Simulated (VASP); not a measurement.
A run of VASP 6.6.1 is set up as follows.

File POSCAR:

```
CdS
1.0
    3.9980172314      0.0000000000      0.0000000000
   -1.9990086157      3.4623844872      0.0000000000
    0.0000000000      0.0000000000      6.4953700704
Cd S
2 2
Direct
    0.3333333333      0.6666666667     -0.0009078261
    0.6666666667      0.3333333333      0.4990921739
    0.3333333333      0.6666666667      0.3759078261
    0.6666666667      0.3333333333      0.8759078261
```

INCAR.step1

```
PREC = Accurate
ENCUT = 520
ISMEAR = 0
SIGMA = 0.01
LREAL = F
LASPH = T
NELM = 80
NBANDS = 26
GGA = PE
ALGO = Normal
EDIFF = 1E-4
LWAVE = T
LCHARG = F
```

The input INCAR.step2:

```
PREC = Accurate
ENCUT = 520
EDIFF = 1E-7
ISMEAR = 0
SIGMA = 0.01
LREAL = F
LASPH = T
NELM = 80
ALGO = Normal
ISIF = 2
LWAVE = F
LCHARG = F
METAGGA = R2SCAN
LMIXTAU = T
NBANDS = 26
ISTART = 1
```

File KPOINTS:

```
regular mesh
0
Gamma
  12 12 4
```

Potentials or basis: VASP PAW PBE potentials, release 64 (Cd, S).

Launch:

```sh
$ cat potpaw_PBE.64/Cd/POTCAR potpaw_PBE.64/S/POTCAR > POTCAR
$ cp INCAR.step1 INCAR
$ mpirun -np 1 vasp_std > vasp.out
$ cp INCAR.step2 INCAR
$ mpirun -np 1 vasp_std > vasp.out
```

Problem. Predict the pressure.

Solution. 10.2 GPa.

Problem. What does it give for the band gap on the k mesh?

Solution. 1.92 eV.

Stress tensor (GPa, compression positive):
```
10.19  0.00  0.00
 0.00 10.19  0.00
 0.00  0.00 10.29
```

Caveat: the cell differs from its parent crystal (strain -4.0%); the cell stands under pressure; the PAW data sets were made with another functional, which shifts forces and pressure a little. A k mesh can miss the band edges.
